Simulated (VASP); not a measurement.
# InSb (Pmmn) in VASP: notebook

Runs on InSb. Level: LDA. Tasks: single point.

Program: VASP 6.6.1. These are calculated values, not measurements. Logs are shortened: lines on timing, memory, paths and dates and some standing lists are left out, and cuts for length are marked.

## 1. The cell of the first run

The structure is orthorhombic, space group Pmmn (No. 59). The conventional cell has a = 5.427 Å, b = 5.787 Å, c = 3.103 Å, α = 90.00°, β = 90.00°, γ = 90.00°. In (site symmetry mm2) has 4 Sb at 2.76 to 2.94 Å and 2 In at 3.10 Å within 3.6 Å. Within 3.6 Å of Sb (site symmetry mm2) lie 4 In at 2.76 to 2.94 Å and 2 Sb at 3.10 Å.

## 2. Single point, LDA (24.37 Å³/atom)

Input file INCAR:

```
PREC = Accurate ; ENCUT = 520
EDIFF = 1E-6 ; ISMEAR = -1
SIGMA = 0.08 ; LREAL = F
LASPH = T ; NELM = 100
ALGO = Normal ; ISIF = 2
LWAVE = F ; LCHARG = T
GGA = CA ; LELF = T
LVHAR = T ; NBANDS = 26
```

Input file KPOINTS:

```
Automatic mesh
0
Gamma
  6 6 11
```

Input file POSCAR:

```
InSb
1.0
    5.4274949263      0.0000000000      0.0000000000
    0.0000000000      5.7871665146      0.0000000000
    0.0000000000      0.0000000000      3.1033072539
In Sb
2 2
Direct
    0.0000000000      0.0000000000      0.0000000000
    0.5000000000      0.5000000000      0.0000000000
    0.5000000000      0.0000000000      0.8350000000
    0.0000000000      0.5000000000      0.1650000000
```

Potentials or basis: VASP PAW LDA potentials, release 64 (In_d, Sb).

Started as:

```console
$ cat potpaw_LDA.64/In_d/POTCAR potpaw_LDA.64/Sb/POTCAR > POTCAR
$ mpirun -np 1 vasp_std > vasp.out
```

OUTCAR:

```text
PREC = Accurate
   ENCUT = 520
   EDIFF = 1E-6
   ISMEAR = -1
   LREAL = F
   LASPH = T
   NELM = 100
   ISIF = 2
   GGA = CA

 ion  position               nearest neighbor table
   1  0.000  0.000  0.000-   3 2.76   3 2.76   4 2.94   4 2.94   3 3.75   3 3.75   4 3.88   4 3.88
                             2 3.97   2 3.97   2 3.97   2 3.97
   2  0.500  0.500  0.000-   4 2.76   4 2.76   3 2.94   3 2.94   4 3.75   4 3.75   3 3.88   3 3.88
                             1 3.97   1 3.97   1 3.97   1 3.97
   3  0.500  0.000  0.835-   1 2.76   1 2.76   2 2.94   2 2.94   1 3.75   1 3.75   2 3.88   2 3.88

   4  0.000  0.500  0.165-   2 2.76   2 2.76   1 2.94   1 2.94   2 3.75   2 3.75   1 3.88   1 3.88

  LATTYP: Found a simple orthorhombic cell.
 ALAT       =     3.1033072539
 B/A-ratio  =     1.7489389488
 C/A-ratio  =     1.8648383937

  Lattice vectors:

 A1 = (   0.0000000000,   0.0000000000,   3.1033072539)
 A2 = (   5.4274949263,   0.0000000000,   0.0000000000)
 A3 = (   0.0000000000,   5.7871665146,   0.0000000000)

Analysis of symmetry for initial positions (statically):
=====================================================================
 Subroutine PRICEL returns:
 Original cell was already a primitive cell.

 Routine SETGRP: Setting up the symmetry group for a
 simple orthorhombic supercell.

 Subroutine GETGRP returns: Found  8 space group operations
 (whereof  4 operations were pure point group operations)
 out of a pool of  8 trial point group operations.

The static configuration has the point symmetry C_2v.
 The point group associated with its full space group is D_2h.

Analysis of symmetry for dynamics (positions and initial velocities):
=====================================================================
 Subroutine PRICEL returns:
 Original cell was already a primitive cell.

 Routine SETGRP: Setting up the symmetry group for a
 simple orthorhombic supercell.

 Subroutine GETGRP returns: Found  8 space group operations
 (whereof  4 operations were pure point group operations)
 out of a pool of  8 trial point group operations.

The dynamic configuration has the point symmetry C_2v.
 The point group associated with its full space group is D_2h.

 Subroutine INISYM returns: Found  8 space group operations
 (whereof  4 operations are pure point group operations),
 and found     1 'primitive' translations

----------------------------------------------------------------------------------------

                                     Primitive cell

  volume of cell :      97.4743

  direct lattice vectors                    reciprocal lattice vectors
     5.427494926  0.000000000  0.000000000     0.184247063  0.000000000  0.000000000
     0.000000000  5.787166515  0.000000000     0.000000000  0.172796134  0.000000000
     0.000000000  0.000000000  3.103307254     0.000000000  0.000000000  0.322236865

  length of vectors
     5.427494926  5.787166515  3.103307254     0.184247063  0.172796134  0.322236865

  position of ions in fractional coordinates (direct lattice)
     0.000000000  0.000000000  0.000000000
     0.500000000  0.500000000  0.000000000
     0.500000000  0.000000000  0.835000000
     0.000000000  0.500000000  0.165000000

  ion indices of the primitive-cell ions
   primitive index   ion index
                 1           1
                 2           2
                 3           3
                 4           4

----------------------------------------------------------------------------------------

 KPOINTS: Automatic mesh

Automatic generation of k-mesh.
 Grid dimensions read from file:
 generate k-points for:    6    6   11

 Generating k-lattice:

  Cartesian coordinates                     Fractional coordinates (reciprocal lattice)
     0.030707844  0.000000000  0.000000000     0.166666667  0.000000000  0.000000000
     0.000000000  0.028799356  0.000000000     0.000000000  0.166666667  0.000000000
     0.000000000  0.000000000  0.029294260     0.000000000  0.000000000  0.090909091

  Length of vectors
     0.030707844  0.028799356  0.029294260

  Shift w.r.t. Gamma in fractional coordinates (k-lattice)
     0.000000000  0.000000000  0.000000000

 Subroutine IBZKPT returns following result:
 ===========================================

 Found     96 irreducible k-points:

 Following reciprocal coordinates:
            Coordinates               Weight
  0.000000  0.000000  0.000000      1.000000
  0.166667  0.000000  0.000000      2.000000
  0.333333  0.000000  0.000000      2.000000
  0.500000  0.000000  0.000000      1.000000
  0.000000  0.166667  0.000000      2.000000
  0.166667  0.166667  0.000000      4.000000
[... 16 lines left out ...]
  0.333333  0.166667  0.090909      8.000000
  0.500000  0.166667  0.090909      4.000000
 [... further k-points ...]
   k-points           NKPTS =     96   k-points in BZ     NKDIM =     96   number of bands    NBANDS=     26
   number of dos      NEDOS =    301   number of ions     NIONS =      4
   total plane-waves  NPLWV =  46080
   dimension x,y,z NGX =    40 NGY =   48 NGZ =   24
   dimension x,y,z NGXF=    80 NGYF=   96 NGZF=   48
   ions per type =               2   2
   NGX,Y,Z   is equivalent  to a cutoff of  12.25, 13.79, 12.86 a.u.
   NGXF,Y,Z  is equivalent  to a cutoff of  24.50, 27.58, 25.71 a.u.
 SYSTEM =  unknown system
   PREC   = accura    normal or accurate (medium, high low for compatibility)
   ISTART =      0    job   : 0-new  1-cont  2-samecut
   ICHARG =      2    charge: 1-file 2-atom 10-const
   ISPIN  =      1    spin polarized calculation?
   LNONCOLLINEAR =      F non collinear calculations
   LSORBIT =      F    spin-orbit coupling
   LASPH  =      T    aspherical Exc in radial PAW
   ENCUT  =  520.0 eV  38.22 Ry    6.18 a.u.  10.09 10.76  5.77*2*pi/ulx,y,z
   NELM   =    100;   NELMIN=  2; NELMDL= -5     # of ELM steps
   EDIFF  = 0.1E-05   stopping-criterion for ELM
   LREAL  =      F    real-space projection
   EDIFFG = 0.1E-04   stopping-criterion for IOM
   NSW    =      0    number of steps for IOM
   IBRION =     -1    ionic relax: 0-MD 1-quasi-New 2-CG
   NFREE  =      0    steps in history (QN), initial steepest desc. (CG)
   ISIF   =      2    stress and relaxation
   ISYM   =      2    0-nonsym 1-usesym 2-fastsym
   POTIM  = 0.5000    time-step for ionic-motion
   TEBEG  =    0.0;   TEEND  =   0.0 temperature during run
   PSTRESS=    0.0 pullay stress
   NELECT =      36.0000    total number of electrons
   NUPDOWN=      -1.0000    fix difference up-down
   EMIN   =  10.00;   EMAX   =-10.00  energy-range for DOS
   EFERMI =   0.00;   METHOD = LEGACY
   ISMEAR =    -1;   SIGMA  =   0.08  broadening in eV -4-tet -1-fermi 0-gaus
   EFERMI_NEDOS =   21; number of points for ismear=-14 and -15
   IALGO  =     38    algorithm
   IMIX   =      4    mixing-type and parameters
     AMIX     =   0.40;   BMIX     =  1.00
     AMIX_MAG =   1.60;   BMIX_MAG =  1.00
  volume/ion in A,a.u.               =      24.37       164.45
  Fermi-wavevector in a.u.,A,eV,Ry     =   1.174570  2.219616 18.770800  1.379615
  Thomas-Fermi vector in A             =   2.310965
   LORBIT       =      0    0 simple, 1 ext, 2 COOP (PROOUT), +10 PAW based schemes
   GGA     = CA    functional components
   LHFCALC =     F    Hartree Fock is set to
   AEXX    =    0.0000 exact exchange contribution
   IVDW    =     0    specifies the selected vdW correction
   LEPSILON=     F    determine dielectric tensor
   LRPA    =     F    only Hartree local field effects (RPA)
 non-spin polarized calculation
  energy-cutoff  :      520.00
  volume of cell :       97.47
 maximum number of plane-waves:      2648
   NGX = 21   NGY = 21   NGZ = 11

 number of electron      35.9999981 magnetization

 Free energy of the ion-electron system (eV)
  ---------------------------------------------------
  ext. energy  EPLUGINS =         0.00000000
  ---------------------------------------------------
  free energy    TOTEN  =       -15.71751435 eV

  energy without entropy =      -15.68691634  energy(sigma->0) =      -15.70221535

 E-fermi :   8.7967     XC(G=0): -10.7395

 val. band max:        8.7809514450   @ k =   0.1667   0.3333   0.4545
 cond. band min:       8.8479288070   @ k =   0.3333   0.1667   0.4545
 fundamental gap:      0.0669773620
 Fermi energy:         8.7967045150

 k-point     1 :       0.0000    0.0000    0.0000
  band No.  band energies     occupation
      1      -6.3103      2.00000
      2      -6.2992      2.00000
      3      -6.1795      2.00000
      4      -5.9875      2.00000
      5      -5.9758      2.00000
      6      -5.8454      2.00000
[... 18 lines left out ...]
     25      17.5565      0.00000
     26      17.9235      0.00000

 k-point     2 :       0.1667    0.0000    0.0000
  band No.  band energies     occupation
      1      -6.2864      2.00000
      2      -6.2816      2.00000
      3      -6.1811      2.00000
      4      -5.9848      2.00000
      5      -5.9805      2.00000
      6      -5.8577      2.00000
[... 18 lines left out ...]
     25      17.6445      0.00000
     26      17.8579      0.00000

 k-point     3 :       0.3333    0.0000    0.0000
  band No.  band energies     occupation
      1      -6.2579      2.00000
      2      -6.2273      2.00000
      3      -6.1679      2.00000
      4      -6.0204      2.00000
      5      -5.9597      2.00000
      6      -5.8890      2.00000
[... 18 lines left out ...]
     25      16.3077      0.00000
     26      16.7192      0.00000

 k-point     4 :       0.5000    0.0000    0.0000
  band No.  band energies     occupation
      1      -6.2311      2.00000
      2      -6.2311      2.00000
      3      -6.0910      2.00000
      4      -6.0910      2.00000
      5      -5.9270      2.00000
      6      -5.9270      2.00000
[... 18 lines left out ...]
     25      16.1018      0.00000
     26      16.1018      0.00000
[... 496 lines left out ...]
      1      -6.2536      2.00000
      2      -6.2435      2.00000
      3      -6.1410      2.00000
      4      -5.9927      2.00000
      5      -5.9700      2.00000
      6      -5.8652      2.00000
[... 18 lines left out ...]
     25      16.3063      0.00000
     26      16.9174      0.00000

 k-point    23 :       0.3333    0.1667    0.0909
  band No.  band energies     occupation
      1      -6.2178      2.00000
      2      -6.1978      2.00000
      3      -6.1350      2.00000
      4      -6.0198      2.00000
      5      -5.9522      2.00000
      6      -5.8920      2.00000
[... 18 lines left out ...]
     25      15.6286      0.00000
     26      16.1200      0.00000

 k-point    24 :       0.5000    0.1667    0.0909
  band No.  band energies     occupation
      1      -6.1933      2.00000
      2      -6.1933      2.00000
      3      -6.0770      2.00000
      4      -6.0770      2.00000
      5      -5.9244      2.00000
      6      -5.9244      2.00000
[... 18 lines left out ...]
     25      15.7569      0.00000
     26      15.7569      0.00000

 [... further k-points ...]

------------------------ aborting loop because EDIFF is reached ----------------------------------------

  FORCE on cell =-STRESS in cart. coord.  units (eV):
  Direction    XX          YY          ZZ          XY          YZ          ZX
  --------------------------------------------------------------------------------------
  -------------------------------------------------------------------------------------
  Total       10.6067163      3.1710519      0.5376488      0.0000000      0.0000000      0.0000000
  in kB      174.3417306     52.1223217      8.8372891      0.0000000      0.0000000      0.0000000
  external PRESSURE =      78.4337805 kB  Pullay stress =       0.0000000 kB

 VOLUME and BASIS-vectors are now :
 -----------------------------------------------------------------------------
  energy-cutoff  :      520.00
  volume of cell :       97.47
      direct lattice vectors                 reciprocal lattice vectors
     5.427494926  0.000000000  0.000000000     0.184247063  0.000000000  0.000000000
     0.000000000  5.787166515  0.000000000     0.000000000  0.172796134  0.000000000
     0.000000000  0.000000000  3.103307254     0.000000000  0.000000000  0.322236865

 POSITION                                       TOTAL-FORCE (eV/Angst)
 -----------------------------------------------------------------------------------
      0.00000      0.00000      0.00000         0.000000      0.000000      0.221427
      2.71375      2.89358      0.00000         0.000000      0.000000     -0.221427
      2.71375      0.00000      2.59126         0.000000      0.000000     -0.513398
      0.00000      2.89358      0.51205         0.000000      0.000000      0.513398
 -----------------------------------------------------------------------------------
    total drift:                               -0.000000      0.000000     -0.000000

  FREE ENERGIE OF THE ION-ELECTRON SYSTEM (eV)
  ---------------------------------------------------
  free  energy   TOTEN  =       -15.7175143545 eV

  energy  without entropy=      -15.6869163375  energy(sigma->0) =      -15.70221535
```

It took 67 s on 1 thread of Intel Xeon 6975P-C (Granite Rapids), shared host; peak memory 0.32 GiB.

What came out:

- Free energy: -15.7175 eV
- Pressure: 7.8 GPa
- Largest force: 0.513 eV/Å
- Band gap on the k mesh: zero (bands 18 and 19 overlap by 3.11 eV)

Forces in eV/Å, atoms in the order of the input:
```
In   0.000  0.000  0.221
In   0.000  0.000 -0.221
Sb   0.000  0.000 -0.513
Sb   0.000  0.000  0.513
```

Caveat: the cell stands under pressure; spin-orbit coupling is left out, which moves the levels of the heavy elements.

(Continued in part 2 of 3.)
